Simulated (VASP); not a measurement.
Crystal: Be3CdS2.

```
Be Cd S
1.0
     2.66456   -5.34945    0.00000
     2.66456    5.34945    0.00000
     0.00000    0.00000    3.27899
Be Cd S
3 1 2
Direct
  0.17794 0.82206 0.50000
  0.82206 0.17794 0.50000
  0.50000 0.50000 0.00000
  0.00000 0.00000 0.00000
  0.63529 0.36471 0.50000
  0.36471 0.63529 0.50000
```

The cell was generated, and may not be a known phase.

- Program: VASP 6.6.1
- Task: relaxation of cell and atoms
- Functional: PBE
- Potentials or basis: VASP PAW PBE potentials, release 64 (Be, Cd, S)
- Cutoff: 600 eV
- k mesh: 8 × 8 × 12
- Occupations: gaussian, width 0.1 eV
- Spin: no spin polarisation

At the start: pressure 0.1 GPa; volume 15.58 Å³/atom.

Q: Where does the relaxation end?

A: Over 14 steps the energy falls by 2.7 meV/atom and the volume is 16.03 Å³/atom (+2.9 %); space group Cmmm (No. 65, to 0.1 Å) before and after.

Step by step:
```
step  energy change (eV)  largest force (eV/Å)  pressure (GPa)  volume (Å³)
   1              0.0000                0.0584            0.09        93.48
   2             -0.0047                0.0423            0.07        93.60
   3             -0.0073                0.0761            0.05        93.77
   4             -0.0106                0.0615            0.35        93.93
   5             -0.0118                0.0596            0.66        94.09
   6             -0.0140                0.0184            0.39        94.73
   7             -0.0149                0.1026           -0.33        96.68
   8             -0.0155                0.0565           -0.07        95.92
   9             -0.0158                0.0158           -0.06        96.15
  10             -0.0158                0.0143           -0.05        96.22
  11             -0.0158                0.0159           -0.05        96.23
  12             -0.0159                0.0120            0.01        96.20
  13             -0.0159                0.0102            0.03        96.18
  14             -0.0159                0.0098            0.04        96.18
```

Final structure:
```
Be Cd S
1.0
     2.78133   -5.37690    0.00000
     2.78133    5.37690    0.00000
     0.00000    0.00000    3.21552
Be Cd S
3 1 2
Direct
  0.18031 0.81969 0.50000
  0.81969 0.18031 0.50000
  0.50000 0.50000 0.00000
  0.00000 0.00000 0.00000
  0.63493 0.36507 0.50000
  0.36507 0.63493 0.50000
```
